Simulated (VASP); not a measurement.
# YHg in VASP: notebook

Runs on YHg. Level: LDA. Tasks: electric field gradients.

All numbers are computed with VASP 6.6.1; they aren't measurements. Logs are shortened: lines on timing, memory, paths and dates and some standing lists are left out, and cuts for length are marked.

### Step 1. The cell of the first run

Symmetry: P4/mmm, No. 123, tetragonal system. Conventional cell: a = 3.682 Å, b = 3.682 Å, c = 3.719 Å, α = 90.00°, β = 90.00°, γ = 90.00°. Y (site symmetry 4/mmm) has 8 Hg at 3.20 Å and 6 Y at 3.68 to 3.72 Å within 4.2 Å. Hg (site symmetry 4/mmm) has 8 Y at 3.20 Å and 6 Hg at 3.68 to 3.72 Å within 4.2 Å.

### Step 2. Electric field gradients, LDA (zz strain of +1 %)

The input, INCAR:

```
  ALGO = Normal
  EDIFF = 1E-8
  ENCUT = 520
  GGA = CA
  ISIF = 2
  ISMEAR = -1
  LASPH = True
  LCHARG = False
  LEFG = True
  LREAL = False
  LWAVE = False
  NBANDS = 18
  NELM = 100
  PREC = Accurate
  SIGMA = 0.08
```

The input, KPOINTS:

```
k-points
0
Gamma
  11 11 11
```

The input, POSCAR:

```
YHg
1.0
    3.6820000000      0.0000000000      0.0000000000
    0.0000000000      3.6820000000      0.0000000000
    0.0000000000      0.0000000000      3.7188200000
Y Hg
1 1
Direct
    0.5000000000      0.5000000000      0.5000000000
    0.0000000000      0.0000000000      0.0000000000
```

Potentials or basis: VASP PAW LDA potentials, release 64 (Y_sv, Hg).

The run is started by

```bash
> cat potpaw_LDA.64/Y_sv/POTCAR potpaw_LDA.64/Hg/POTCAR > POTCAR
> mpirun -np 1 vasp_std > vasp.out
```

OUTCAR:

```text
EDIFF = 1E-8
   ENCUT = 520
   GGA = CA
   ISIF = 2
   ISMEAR = -1
   LASPH = True
   LREAL = False
   NELM = 100
   PREC = Accurate

 ion  position               nearest neighbor table
   1  0.500  0.500  0.500-   2 3.20   2 3.20   2 3.20   2 3.20   2 3.20   2 3.20   2 3.20   2 3.20

   2  0.000  0.000  0.000-   1 3.20   1 3.20   1 3.20   1 3.20   1 3.20   1 3.20   1 3.20   1 3.20

  LATTYP: Found a simple tetragonal cell.
 ALAT       =     3.6820000000
 C/A-ratio  =     1.0100000000

  Lattice vectors:

 A1 = (   3.6820000000,   0.0000000000,   0.0000000000)
 A2 = (   0.0000000000,   3.6820000000,   0.0000000000)
 A3 = (   0.0000000000,   0.0000000000,   3.7188200000)

Analysis of symmetry for initial positions (statically):
=====================================================================
 Subroutine PRICEL returns:
 Original cell was already a primitive cell.

 Routine SETGRP: Setting up the symmetry group for a
 simple tetragonal supercell.

 Subroutine GETGRP returns: Found 16 space group operations
 (whereof 16 operations were pure point group operations)
 out of a pool of 16 trial point group operations.

The static configuration has the point symmetry D_4h.

Analysis of symmetry for dynamics (positions and initial velocities):
=====================================================================
 Subroutine PRICEL returns:
 Original cell was already a primitive cell.

 Routine SETGRP: Setting up the symmetry group for a
 simple tetragonal supercell.

 Subroutine GETGRP returns: Found 16 space group operations
 (whereof 16 operations were pure point group operations)
 out of a pool of 16 trial point group operations.

The dynamic configuration has the point symmetry D_4h.

 Subroutine INISYM returns: Found 16 space group operations
 (whereof 16 operations are pure point group operations),
 and found     1 'primitive' translations

----------------------------------------------------------------------------------------

                                     Primitive cell

  volume of cell :      50.4165

  direct lattice vectors                    reciprocal lattice vectors
     3.682000000  0.000000000  0.000000000     0.271591526  0.000000000  0.000000000
     0.000000000  3.682000000  0.000000000     0.000000000  0.271591526  0.000000000
     0.000000000  0.000000000  3.718820000     0.000000000  0.000000000  0.268902501

  length of vectors
     3.682000000  3.682000000  3.718820000     0.271591526  0.271591526  0.268902501

  position of ions in fractional coordinates (direct lattice)
     0.500000000  0.500000000  0.500000000
     0.000000000  0.000000000  0.000000000

  ion indices of the primitive-cell ions
   primitive index   ion index
                 1           1
                 2           2

----------------------------------------------------------------------------------------

 KPOINTS: k-points

Automatic generation of k-mesh.
 Grid dimensions read from file:
 generate k-points for:   11   11   11

 Generating k-lattice:

  Cartesian coordinates                     Fractional coordinates (reciprocal lattice)
     0.024690139  0.000000000  0.000000000     0.090909091  0.000000000  0.000000000
     0.000000000  0.024690139  0.000000000     0.000000000  0.090909091  0.000000000
     0.000000000  0.000000000  0.024445682     0.000000000  0.000000000  0.090909091

  Length of vectors
     0.024690139  0.024690139  0.024445682

  Shift w.r.t. Gamma in fractional coordinates (k-lattice)
     0.000000000  0.000000000  0.000000000

 Subroutine IBZKPT returns following result:
 ===========================================

 Found    126 irreducible k-points:

 Following reciprocal coordinates:
            Coordinates               Weight
  0.000000  0.000000  0.000000      1.000000
  0.090909  0.000000  0.000000      4.000000
  0.181818  0.000000  0.000000      4.000000
  0.272727  0.000000  0.000000      4.000000
  0.363636  0.000000  0.000000      4.000000
  0.454545  0.000000  0.000000      4.000000
[... 16 lines left out ...]
  0.090909  0.000000  0.090909      8.000000
  0.181818  0.000000  0.090909      8.000000
 [... further k-points ...]
   k-points           NKPTS =    126   k-points in BZ     NKDIM =    126   number of bands    NBANDS=     18
   number of dos      NEDOS =    301   number of ions     NIONS =      2
   total plane-waves  NPLWV =  21952
   dimension x,y,z NGX =    28 NGY =   28 NGZ =   28
   dimension x,y,z NGXF=    56 NGYF=   56 NGZF=   56
   ions per type =               1   1
   NGX,Y,Z   is equivalent  to a cutoff of  12.64, 12.64, 12.52 a.u.
   NGXF,Y,Z  is equivalent  to a cutoff of  25.28, 25.28, 25.03 a.u.
 SYSTEM =  unknown system
   PREC   = accura    normal or accurate (medium, high low for compatibility)
   ISTART =      0    job   : 0-new  1-cont  2-samecut
   ICHARG =      2    charge: 1-file 2-atom 10-const
   ISPIN  =      1    spin polarized calculation?
   LNONCOLLINEAR =      F non collinear calculations
   LSORBIT =      F    spin-orbit coupling
   LASPH  =      T    aspherical Exc in radial PAW
   ENCUT  =  520.0 eV  38.22 Ry    6.18 a.u.   6.85  6.85  6.91*2*pi/ulx,y,z
   NELM   =    100;   NELMIN=  2; NELMDL= -5     # of ELM steps
   EDIFF  = 0.1E-07   stopping-criterion for ELM
   LREAL  =      F    real-space projection
   EDIFFG = 0.1E-06   stopping-criterion for IOM
   NSW    =      0    number of steps for IOM
   IBRION =     -1    ionic relax: 0-MD 1-quasi-New 2-CG
   NFREE  =      0    steps in history (QN), initial steepest desc. (CG)
   ISIF   =      2    stress and relaxation
   ISYM   =      2    0-nonsym 1-usesym 2-fastsym
   POTIM  = 0.5000    time-step for ionic-motion
   TEBEG  =    0.0;   TEEND  =   0.0 temperature during run
   PSTRESS=    0.0 pullay stress
   NELECT =      23.0000    total number of electrons
   NUPDOWN=      -1.0000    fix difference up-down
   EMIN   =  10.00;   EMAX   =-10.00  energy-range for DOS
   EFERMI =   0.00;   METHOD = LEGACY
   ISMEAR =    -1;   SIGMA  =   0.08  broadening in eV -4-tet -1-fermi 0-gaus
   EFERMI_NEDOS =   21; number of points for ismear=-14 and -15
   IALGO  =     38    algorithm
   IMIX   =      4    mixing-type and parameters
     AMIX     =   0.40;   BMIX     =  1.00
     AMIX_MAG =   1.60;   BMIX_MAG =  1.00
  volume/ion in A,a.u.               =      25.21       170.11
  Fermi-wavevector in a.u.,A,eV,Ry     =   1.260259  2.381545 21.609496  1.588253
  Thomas-Fermi vector in A             =   2.393778
   LORBIT       =      0    0 simple, 1 ext, 2 COOP (PROOUT), +10 PAW based schemes
   GGA     = CA    functional components
   LHFCALC =     F    Hartree Fock is set to
   AEXX    =    0.0000 exact exchange contribution
   IVDW    =     0    specifies the selected vdW correction
   LEPSILON=     F    determine dielectric tensor
   LRPA    =     F    only Hartree local field effects (RPA)
 non-spin polarized calculation
  energy-cutoff  :      520.00
  volume of cell :       50.42
 maximum number of plane-waves:      1374
 NGX is ok and might be reduce to    28
   NGX = 13   NGY = 13   NGZ = 13

 number of electron      23.0000004 magnetization

 Free energy of the ion-electron system (eV)
  ---------------------------------------------------
  ext. energy  EPLUGINS =         0.00000000
  ---------------------------------------------------
  free energy    TOTEN  =        -9.19422404 eV

  energy without entropy =       -9.14901703  energy(sigma->0) =       -9.17162054

 E-fermi :   3.7733     XC(G=0): -10.8203

 val. band max:        3.7699379625   @ k =   0.1818   0.1818   0.0909
 cond. band min:       3.7779730068   @ k =   0.0000   0.0000   0.4545
 fundamental gap:      0.0080350443
 Fermi energy:         3.7733019005

 k-point     1 :       0.0000    0.0000    0.0000
  band No.  band energies     occupation
      1     -39.1662      2.00000
      2     -19.1775      2.00000
      3     -19.1661      2.00000
      4     -19.1661      2.00000
      5      -4.1738      2.00000
      6      -3.9692      2.00000
[... 10 lines left out ...]
     17       8.2616      0.00000
     18       8.2616      0.00000

 k-point     2 :       0.0909    0.0000    0.0000
  band No.  band energies     occupation
      1     -39.1648      2.00000
      2     -19.1877      2.00000
      3     -19.1760      2.00000
      4     -19.1646      2.00000
      5      -4.0594      2.00000
      6      -3.9516      2.00000
[... 10 lines left out ...]
     17       8.8726      0.00000
     18       9.0185      0.00000

 k-point     3 :       0.1818    0.0000    0.0000
  band No.  band energies     occupation
      1     -39.1612      2.00000
      2     -19.2452      2.00000
      3     -19.1722      2.00000
      4     -19.1608      2.00000
      5      -3.9212      2.00000
      6      -3.8756      2.00000
[... 10 lines left out ...]
     17       9.9966      0.00000
     18      10.1301      0.00000

 k-point     4 :       0.2727    0.0000    0.0000
  band No.  band energies     occupation
      1     -39.1565      2.00000
      2     -19.3193      2.00000
      3     -19.1671      2.00000
      4     -19.1558      2.00000
      5      -3.8772      2.00000
      6      -3.7521      2.00000
[... 10 lines left out ...]
     17      11.2116      0.00000
     18      11.3416      0.00000

 k-point     5 :       0.3636    0.0000    0.0000
  band No.  band energies     occupation
      1     -39.1522      2.00000
      2     -19.3862      2.00000
      3     -19.1625      2.00000
      4     -19.1511      2.00000
      5      -3.8367      2.00000
      6      -3.6461      2.00000
[... 10 lines left out ...]
     17      12.5049      0.00000
     18      12.6349      0.00000

 k-point     6 :       0.4545    0.0000    0.0000
  band No.  band energies     occupation
      1     -39.1496      2.00000
      2     -19.4255      2.00000
      3     -19.1597      2.00000
      4     -19.1484      2.00000
      5      -3.8123      2.00000
      6      -3.5844      2.00000
[... 307 lines left out ...]
 k-point    21 :       0.4545    0.4545    0.0000
  band No.  band energies     occupation
      1     -39.1343      2.00000
      2     -19.3804      2.00000
      3     -19.3792      2.00000
      4     -19.1330      2.00000
      5      -3.9960      2.00000
      6      -3.8258      2.00000
[... 10 lines left out ...]
     17       9.1462      0.00000
     18      10.3577      0.00000

 k-point    22 :       0.0000    0.0000    0.0909
  band No.  band energies     occupation
      1     -39.1650      2.00000
      2     -19.1973      2.00000
      3     -19.1648      2.00000
      4     -19.1648      2.00000
      5      -4.0657      2.00000
      6      -3.9578      2.00000
[... 10 lines left out ...]
     17       9.0051      0.00000
     18       9.0051      0.00000

 k-point    23 :       0.0909    0.0000    0.0909
  band No.  band energies     occupation
      1     -39.1636      2.00000
      2     -19.1962      2.00000
      3     -19.1858      2.00000
      4     -19.1633      2.00000
      5      -3.9720      2.00000
      6      -3.9088      2.00000
[... 10 lines left out ...]
     17       8.5521      0.00000
     18       9.4613      0.00000

 k-point    24 :       0.1818    0.0000    0.0909
  band No.  band energies     occupation
      1     -39.1601      2.00000
      2     -19.2435      2.00000
      3     -19.1911      2.00000
      4     -19.1594      2.00000
      5      -3.9048      2.00000
      6      -3.8220      2.00000
[... 10 lines left out ...]
     17       9.3765      0.00000
     18      10.3899      0.00000

 [... further k-points ...]

------------------------ aborting loop because EDIFF is reached ----------------------------------------

  FORCE on cell =-STRESS in cart. coord.  units (eV):
  Direction    XX          YY          ZZ          XY          YZ          ZX
  --------------------------------------------------------------------------------------
  -------------------------------------------------------------------------------------
  Total       -1.2004710     -1.2004710     -1.2975420      0.0000000     -0.0000000      0.0000000
  in kB      -38.1495594    -38.1495594    -41.2343610      0.0000000     -0.0000000      0.0000000
  external PRESSURE =     -39.1778266 kB  Pullay stress =       0.0000000 kB

 VOLUME and BASIS-vectors are now :
 -----------------------------------------------------------------------------
  energy-cutoff  :      520.00
  volume of cell :       50.42
      direct lattice vectors                 reciprocal lattice vectors
     3.682000000  0.000000000  0.000000000     0.271591526  0.000000000  0.000000000
     0.000000000  3.682000000  0.000000000     0.000000000  0.271591526  0.000000000
     0.000000000  0.000000000  3.718820000     0.000000000  0.000000000  0.268902501

 POSITION                                       TOTAL-FORCE (eV/Angst)
 -----------------------------------------------------------------------------------
      1.84100      1.84100      1.85941         0.000000      0.000000      0.000000
      0.00000      0.00000      0.00000         0.000000      0.000000      0.000000
 -----------------------------------------------------------------------------------
    total drift:                               -0.000000      0.000000      0.000000

  FREE ENERGIE OF THE ION-ELECTRON SYSTEM (eV)
  ---------------------------------------------------
  free  energy   TOTEN  =        -9.1942240434 eV

  energy  without entropy=       -9.1490170272  energy(sigma->0) =       -9.17162054

 Electric field gradients (V/A^2)
---------------------------------------------------------------------
 ion       V_xx      V_yy      V_zz      V_xy      V_xz      V_yz
---------------------------------------------------------------------
   1       0.322     0.322    -0.644     0.000    -0.000     0.000
   2       2.790     2.790    -5.579     0.000    -0.000    -0.000
---------------------------------------------------------------------

 Electric field gradients after diagonalization (V/A^2)
 (convention: |V_zz| > |V_xx| > |V_yy|)
----------------------------------------------------------------------
 ion       V_xx      V_yy      V_zz     asymmetry (V_yy - V_xx)/ V_zz
----------------------------------------------------------------------
   1       0.322     0.322    -0.644       0.000
   2       2.790     2.790    -5.579       0.000
----------------------------------------------------------------------

           NMR quadrupolar parameters

 Cq : quadrupolar parameter    Cq=e*Q*V_zz/h
 eta: asymmetry parameters     (V_yy - V_xx)/ V_zz
 Q  : nuclear electric quadrupole moment in mb (millibarn)
----------------------------------------------------------------------
 ion       Cq(MHz)       eta       Q (mb)
----------------------------------------------------------------------
   1      -0.002       0.000       1.000
   2      -0.013       0.000       1.000
----------------------------------------------------------------------
```

Run time: 83 s. Hardware: 1 thread of Intel Xeon Platinum 8259CL at 2.50GHz (Skylake/Cascade Lake), shared host; peak memory 0.25 GiB.

Results:

```
Free energy                             : -9.1942 eV
Pressure                                : -3.9 GPa
Band gap on the k mesh                  : zero (an odd number of electrons rules out a gap without spin polarisation)
Largest electric field gradient by atom : Y -0.6; Hg -5.6 V/Å²
```

Stress tensor (GPa, compression positive):
```
-3.81  0.00  0.00
 0.00 -3.81  0.00
 0.00  0.00 -4.12
```

Electric field gradients, principal values (V/Å²):
```
atom  least  middle  greatest (by size)
 1 Y  0.322   0.322              -0.644
2 Hg  2.790   2.790              -5.579
```

Caveat: the cell differs from its parent crystal (zz strain of +1 %); the cell stands under tension; without QUAD_EFG the Cq values of the log hold for a quadrupole moment of 1 mb, not for the nuclei; spin-orbit coupling is left out, which moves the levels of the heavy elements.

(Part 1 of 2 ends here.)
